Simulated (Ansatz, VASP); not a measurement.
## One calculation of Ti, two programs

INCAR

```
SYSTEM = Ti
ALGO = Fast
EDIFF = 1E-6
ENCUT = 520
GGA = PS
ISIF = 2
ISMEAR = 0
LASPH = .True.
LCHARG = .False.
LREAL = .False.
LWAVE = .False.
NBANDS = 12
NELM = 80
PREC = Accurate
SIGMA = 0.15
```

File KPOINTS:

```
k-points
0
Gamma
  20 20 20
  0 0 0
```

The input POSCAR:

```
Ti
1.0
    0.0253750000      2.0300000000      2.0300000000
    2.0300000000      0.0253750000      2.0300000000
    2.0553750000      2.0553750000      0.0000000000
Ti
1
Direct
    0.0000000000      0.0000000000      0.0000000000
```

Input for Ansatz:

```yaml
crystal:
  lattice:
    - [0.025375, 2.03, 2.03]
    - [2.03, 0.025375, 2.03]
    - [2.055375, 2.055375, 0.0]
  atoms:
    - { symbol: Ti, position: [0.0, 0.0, 0.0] }
basis:
  ecutwfc: 420
kpoints:
  mp_grid: { grid: [20, 20, 20] }
hamiltonian:
  xc: pbesol
scf:
  occupations: { method: gaussian, width: 0.15 }
output:
  forces: true
  stress: true
  eigenvalues: true
  write_density: true
  write_potential: true
  elf: true
  volumetric_format: npy
```

Change from the starting cell: strain +0.0250 x Voigt [0, 0, 0, 0, 0, 1], atoms carried along.

Alike in both runs: task single point; functional PBEsol; k mesh 20 × 20 × 20; occupations gaussian, width 0.15 eV; no spin polarisation.

```csv
,VASP,Ansatz
version,VASP 6.6.1,Ansatz 0.2.0
potentials or method,"VASP PAW PBE potentials, release 64 (Ti_sv), cutoff 520 eV","scalar-relativistic, plane waves, PAW"
valence electrons in the cell,12,12
```

```tsv
	VASP	Ansatz	Ansatz less VASP
gap on the k mesh at the Fermi level (eV)	none	none	-
pressure (GPa)	-0.5	-0.3	+0.29
traceless stress, the component that is largest in VASP (GPa)	-1.49	-1.50	-0.009
```

VASP's potentials were made for PBE, not for PBEsol. A gap of «none» marks a metal or a gap that the smearing closes. The functional is the same, so the differences come from potentials, cutoffs and numerics.
